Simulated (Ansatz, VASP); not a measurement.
TaF3 in VASP and in Ansatz

```xyz
4
Lattice="3.7842 0.0000 0.0000 0.0000 3.7842 0.0000 0.0000 0.0000 3.8427" Properties=species:S:1:pos:R:3 pbc="T T T"
Ta    0.0000    0.0000    0.0000
F     1.8921    0.0000    0.0000
F     0.0000    1.8921    0.0000
F     0.0000    0.0000    1.9213
```

Change from the starting cell: strain -0.030 along x and y, -0.015 along z, atoms carried along.

Alike in both runs: task single point; functional PBE; k mesh 12 × 12 × 12; occupations gaussian, width 0.15 eV; no spin polarisation.

|  | VASP | Ansatz |
| --- | --- | --- |
| version | VASP 6.6.1 | Ansatz 0.2.0 |
| potentials or method | VASP PAW PBE potentials, release 64 (Ta_pv, F), cutoff 520 eV | scalar-relativistic, plane waves, PAW |
| valence electrons in the cell | 32 | 34 |

```tsv
	VASP	Ansatz	Ansatz less VASP
gap on the k mesh at the Fermi level (eV)	none	none	-
pressure (GPa)	45.0	44.1	-0.87
traceless stress, the component that is largest in VASP (GPa)	-5.82	-5.70	+0.121
```

A gap of «none» marks a metal or a gap that the smearing closes. Both programs put the cell under a high pressure, so it lies far from rest at this level. With one functional, cell and mesh, what is left measures potentials, basis and numerics. VASP's potentials hold 32 valence electrons a cell and Ansatz's 34, so a difference there can come from the potentials and not from the codes.

Neither program's run includes spin-orbit coupling.
